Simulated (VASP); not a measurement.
A run of VASP 6.6.1 is set up as follows.

The input INCAR:

```
PREC = Accurate ; ENCUT = 520
EDIFF = 1E-6 ; ISMEAR = 0
SIGMA = 0.05 ; LREAL = Auto
LASPH = True ; NELM = 150
ALGO = Normal ; ISIF = 2
LWAVE = False ; LCHARG = False
ISPIN = 2 ; MAGMOM = 0 0 0 0 0 0 0 0 0 0 0 0 0 0 0 0 2
LORBIT = 11 ; LDIPOL = True
IDIPOL = 3 ; DIPOL = 0.5 0.5 0.325
GGA = PE ; NBANDS = 53
KPAR = 4
```

The input KPOINTS:

```
Automatic mesh
0
Gamma
  4 4 1
```

File POSCAR:

```
Si16S
1.0
    7.7021644573      0.0000000000      0.0000000000
    0.0000000000      6.3646810416      0.0000000000
    0.0000000000      0.0000000000     19.7525435450
Si S
16 1
Direct
    0.0000000000      0.9370679285      0.2025055655
    0.5000000000      0.9370679285      0.2025055655
    0.0000000000      0.5629320715      0.2025055655
    0.5000000000      0.5629320715      0.2025055655
    0.2500000000      0.4370679285      0.2587875161
    0.7500000000      0.4370679285      0.2587875161
    0.2500000000      0.0629320715      0.2587875161
    0.7500000000      0.0629320715      0.2587875161
    0.2500000000      0.9333044709      0.3720589478
    0.7500000000      0.9333044709      0.3720589478
    0.2500000000      0.5666955291      0.3720589478
    0.7500000000      0.5666955291      0.3720589478
    0.0000000000      0.4259907579      0.4177964993
    0.5000000000      0.4259907579      0.4177964993
    0.0000000000      0.0740092421      0.4177964993
    0.5000000000      0.0740092421      0.4177964993
    0.0000000000      0.4259907579      0.5230901505
```

Potentials or basis: VASP PAW PBE potentials, release 64 (Si, S).

Run with:

```sh
$ cat potpaw_PBE.64/Si/POTCAR potpaw_PBE.64/S/POTCAR > POTCAR
$ mpirun -np 4 vasp_std > vasp.out
```

Question: Predict the site moments.

Answer: Si -0.03, -0.02, +0.03, +0.04, +0.00, -0.00, +0.01, -0.01, +0.02 (each value once); S +0.02 μB.

Question: Predict the net moment.

Answer: 0.18 μB per cell.

Forces on the atoms (eV/Å):
```
Si   0.000 -0.837  0.646
Si   0.000 -0.612  0.418
Si   0.000  0.808  0.660
Si   0.000  0.714  0.684
Si   0.126  0.068 -0.594
Si  -0.126  0.068 -0.594
Si   0.026 -0.008 -0.608
Si  -0.026 -0.008 -0.608
Si   0.109 -0.129  0.124
Si  -0.109 -0.129  0.124
Si   0.041  0.062 -0.352
Si  -0.041  0.062 -0.352
Si   0.000  0.674  0.478
Si   0.000 -0.064 -0.110
Si   0.000 -0.046  0.131
Si   0.000  0.093 -0.008
S    0.000 -0.716 -0.038
```
